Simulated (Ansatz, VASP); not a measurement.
**One calculation of Be3SbP, two programs**

Contents of INCAR:

```
ALGO = Normal
EDIFF = 1E-6
ENCUT = 600
GGA = PE
GGA_COMPAT = F
ISIF = 2
ISMEAR = 0
LASPH = T
LCHARG = F
LREAL = F
LWAVE = F
NBANDS = 16
NELM = 120
PREC = Accurate
SIGMA = 0.05
```

Contents of KPOINTS:

```
k-points
0
Gamma
  4 4 4
```

Contents of POSCAR:

```
Be3SbP
1.0
    4.6027844843      0.0000000000      0.0000000000
    0.0000000000      4.6027844843      0.0000000000
    0.0000000000      0.0000000000      4.6027844843
Sb P Be
1 1 3
Direct
    0.0000000000      0.0000000000      0.0000000000
    0.5000000000      0.5000000000      0.5000000000
    0.5000000000      0.5000000000      0.0000000000
    0.5000000000      0.0000000000      0.5000000000
    0.0000000000      0.5000000000      0.5000000000
```

Input for Ansatz:

```yaml
crystal:
  lattice:
    - [4.6027844843, 0.0, 0.0]
    - [0.0, 4.6027844843, 0.0]
    - [0.0, 0.0, 4.6027844843]
  atoms:
    - { symbol: Sb, position: [0.0, 0.0, 0.0] }
    - { symbol: P, position: [0.5, 0.5, 0.5] }
    - { symbol: Be, position: [0.5, 0.5, 0.0] }
    - { symbol: Be, position: [0.5, 0.0, 0.5] }
    - { symbol: Be, position: [0.0, 0.5, 0.5] }
basis:
  ecutwfc: 420
kpoints:
  mp_grid: { grid: [4, 4, 4] }
hamiltonian:
  xc: pbe
scf:
  occupations: { method: gaussian, width: 0.05 }
output:
  forces: true
  stress: true
  eigenvalues: true
```

Alike in both runs: task single point; functional PBE; k mesh 4 × 4 × 4; occupations gaussian, width 0.05 eV; no spin polarisation.

```csv
,VASP,Ansatz
version,VASP 6.6.1,Ansatz 0.2.0
potentials or method,"VASP PAW PBE potentials, release 64 (Sb, P, Be), cutoff 600 eV","scalar-relativistic, plane waves, PAW"
valence electrons in the cell,16,26
```

```csv
,VASP,Ansatz,Ansatz less VASP
gap on the k mesh at the Fermi level (eV),none,none,-
pressure (GPa),-12.5,-12.5,0.00
```

A gap of «none» marks a metal or a gap that the smearing closes. VASP's potentials hold 16 valence electrons a cell and Ansatz's 26, so a difference there can come from the potentials and not from the codes.

Neither program's run includes spin-orbit coupling.
